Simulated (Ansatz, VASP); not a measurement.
Given: the input of a run of VASP 6.6.1 on Te2Mo.

The input INCAR:

```
SYSTEM = Te2Mo
PREC = Accurate
ENCUT = 520
EDIFF = 1E-7
ISMEAR = -1
SIGMA = 0.05
LREAL = .FALSE.
LASPH = .TRUE.
NELM = 60
ALGO = Normal
ISIF = 2
LWAVE = .FALSE.
LCHARG = .FALSE.
NBANDS = 20
```

The input KPOINTS:

```
regular mesh
0
G
  9 9 2
  0 0 0
```

The input POSCAR:

```
Te2Mo
1.0
    3.5602328140      0.0000000000      0.0000000000
   -1.7801164070      3.0832520603      0.0000000000
    0.0000000000      0.0000000000     17.5240578200
Te Mo
2 1
Direct
    0.3333333333      0.6666666667      0.1021445500
    0.3333333333      0.6666666667      0.8978554500
    0.0000000000      0.0000000000      0.0000000000
```

Potentials or basis: VASP PAW LDA potentials, release 64 (Te, Mo_sv).

Run with:

```console
$ cat potpaw_LDA.64/Te/POTCAR potpaw_LDA.64/Mo_sv/POTCAR > POTCAR
$ mpirun -np 1 vasp_std > vasp.out
```

Task: Translate it to Ansatz 0.2.0. Potentials there: Ansatz PAW.

Result: As run (the cutoff follows the program's own potentials):

input.yaml

```yaml
crystal:
  lattice:
    - [3.560232814, 0.0, 0.0]
    - [-1.780116407, 3.0832520603, 0.0]
    - [0.0, 0.0, 17.52405782]
  atoms:
    - { symbol: Te, position: [0.3333333333, 0.6666666667, 0.10214455] }
    - { symbol: Te, position: [0.3333333333, 0.6666666667, 0.89785545] }
    - { symbol: Mo, position: [0.0, 0.0, 0.0] }
hamiltonian:
  xc: lda
  pseudopotentials: { kind: paw }
kpoints:
  mp_grid: { grid: [9, 9, 2] }
scf:
  occupations: { method: fermi_dirac, width: 0.05 }
output:
  forces: true
  stress: true
  eigenvalues: true
```

Potentials or basis: Ansatz PAW.

Run with:

```console
$ ansatz run input.yaml --threads 1 --pin off --max-ram 3584MiB --backend cpu --events-out ev --progress --plain --runs-dir out
```

Both were run:

|  | VASP | Ansatz | Ansatz less VASP |
| --- | --- | --- | --- |
| gap on the k mesh at the Fermi level (eV) | 1.04 | 1.04 | 0.000 |
| least direct gap on the mesh (eV) | 1.04 | 1.04 | 0.000 |
| rms of the force components (eV/Å) | 0.174 | 0.199 | +0.0246 |

LDA's correlation is that of Perdew and Zunger in VASP and of Perdew and Wang (1992) in Ansatz. Atom by atom the forces differ by 0.025 eV/Å (rms over components). VASP's potentials hold 26 valence electrons a cell and Ansatz's 46, so a difference there can come from the potentials and not from the codes.

Spin-orbit coupling is off throughout. Noted on Ansatz's run: odd divisions of the mesh miss points on the zone boundary, where band edges often lie, so the gap on the mesh can be too wide.
